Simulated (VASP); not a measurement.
Set up this calculation in VASP 6.6.1, as the native input.

```yaml
Task: single point
Functional: PBE
Potentials_or_basis: VASP PAW PBE potentials, release 64 (As, Tl_d, Ca_sv)
Cutoff: 520 eV
k_mesh: 8 × 8 × 5
Occupations: gaussian, width 0.0493 eV
Spin: no spin polarisation
Dipole_correction: no
Further_INCAR_settings: ALGO = Normal; EDIFF = 1e-06; NBANDS = 31
```

The structure of CaTl2As2 lies in POSCAR:

```
CaTl2As2
1.0
    4.9331665981     -0.0000003160      0.0000000000
   -2.4665830253      4.2722477531      0.0000000000
    0.0000000000      0.0000000000      6.7672225503
As Tl Ca
2 2 1
Direct
    0.3333333333      0.6666666667      0.2069824099
    0.6666666667      0.3333333333      0.7930175901
    0.3333333333      0.6666666667      0.6519276626
    0.6666666667      0.3333333333      0.3480723374
    0.0000000000      0.0000000000      0.0000000000
```

The input as run:

INCAR

```
ALGO = Normal ; EDIFF = 1E-6
ENCUT = 520 ; GGA = PE
ISIF = 2 ; ISMEAR = 0
LASPH = T ; LCHARG = T
LELF = T ; LREAL = F
LVHAR = T ; LWAVE = F
NBANDS = 31 ; NELM = 60
PREC = Accurate ; SIGMA = 0.0493
```

KPOINTS

```
k-points
0
Gamma
  8 8 5
```

Potentials or basis: VASP PAW PBE potentials, release 64 (As, Tl_d, Ca_sv).

The run is started by

```sh
$ cat potpaw_PBE.64/As/POTCAR potpaw_PBE.64/Tl_d/POTCAR potpaw_PBE.64/Ca_sv/POTCAR > POTCAR
$ mpirun -np 1 vasp_std > vasp.out
```

It gave:

| Property | Result |
| --- | --- |
| Pressure | 0.0 GPa |
| Largest force | 0.004 eV/Å |
| Band gap on the k mesh | zero (bands 23 and 24 overlap by 0.79 eV) |

Caveat: spin-orbit coupling is left out, which moves the levels of the heavy elements.

Run time: 4.4 min on 1 thread of Oxide Virtual Turin-like Processor, with other jobs on the host, peak memory 0.34 GiB.
